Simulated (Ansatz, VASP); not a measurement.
**One calculation of AgCl, two programs**

```
Ag Cl
1.0
     3.50265    0.00000    0.00000
     0.00000    3.50265    0.00000
     0.00000    0.00000    3.43397
Ag Cl
1 1
Direct
  0.00000 0.00000 0.00000
  0.50000 0.50000 0.50000
```

Change from the starting cell: equal xx and yy strain of +2 %.

Alike in both runs: task single point; functional PBE; k mesh 9 × 9 × 9; occupations fermi-dirac, width 0.01 eV; no spin polarisation.

|  | VASP | Ansatz |
| --- | --- | --- |
| version | VASP 6.6.1 | Ansatz 0.2.0 |
| potentials or method | VASP PAW PBE potentials, release 64 (Ag, Cl), cutoff 520 eV | all-electron LAPW, scalar-relativistic |

Ansatz gave:

```
gap on the k mesh at the Fermi level (eV)                     : 0.57
pressure (GPa)                                                : -1.8
traceless stress, the component that is largest in VASP (GPa) : 0.61
```

Problem. Which values does VASP return?

Solution. gap on the k mesh at the Fermi level (eV): 0.57; pressure (GPa): -1.9; traceless stress, the component that is largest in VASP (GPa): 0.61.

Ansatz ran all-electron here, and VASP with PAW potentials.
